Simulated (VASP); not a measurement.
Here is a VASP 6.6.1 calculation.

File INCAR:

```
PREC = Accurate
ENCUT = 600
EDIFF = 1E-7
ISMEAR = -1
SIGMA = 0.1
LREAL = False
LASPH = True
NELM = 60
ALGO = Normal
ISIF = 3
LWAVE = False
LCHARG = False
GGA = PS
IBRION = 2
NSW = 60
EDIFFG = -0.005
PSTRESS = 89.0
```

File KPOINTS:

```
Automatic mesh
0
Gamma
  13 13 7
```

File POSCAR:

```
Te
1.0
    3.2625835700      0.0000000000      0.0000000000
   -1.6312917850      2.8254802536      0.0000000000
    0.0000000000      0.0000000000      5.2853853835
Te
2
Direct
    0.3333333333      0.6666666667      0.2500000000
    0.6666666667      0.3333333333      0.7500000000
```

Potentials or basis: VASP PAW PBE potentials, release 64 (Te).

Launch:

```console
$ cat potpaw_PBE.64/Te/POTCAR > POTCAR
$ mpirun -np 1 vasp_std > vasp.out
```

Question: Estimate the relaxed cell.

Answer: a = 3.610 Å, b = 3.610 Å, c = 4.484 Å, α = 90.00°, β = 90.00°, γ = 120.00°.

Question: Predict the relaxed volume.

Answer: 25.30 Å³/atom.

Step by step:
```tsv
step	energy change (eV)	largest force (eV/Å)	pressure (GPa)	volume (Å³)
1	0.0000	0.0000	7.99	48.72
2	-0.0072	0.0000	10.34	47.71
3	0.0062	0.0000	11.49	47.33
4	0.0533	0.0000	14.14	46.53
5	-0.0060	0.0000	13.13	47.12
6	-0.1709	0.0000	11.15	48.82
7	-0.2785	0.0000	10.40	51.74
8	-0.2553	0.0000	10.43	49.99
9	-0.2839	0.0000	9.04	50.44
10	-0.2824	0.0000	9.12	50.41
11	-0.2861	0.0000	9.05	50.48
12	-0.2950	0.0000	8.87	50.64
13	-0.2934	0.0000	8.91	50.61
```

Caveat: the cell is relaxed towards a set pressure, so the run minimises the enthalpy, not the energy; a cell axis changed by over 15 % at a fixed basis, so the end point is rough; the PAW data sets were made with another functional, which shifts forces and pressure a little.
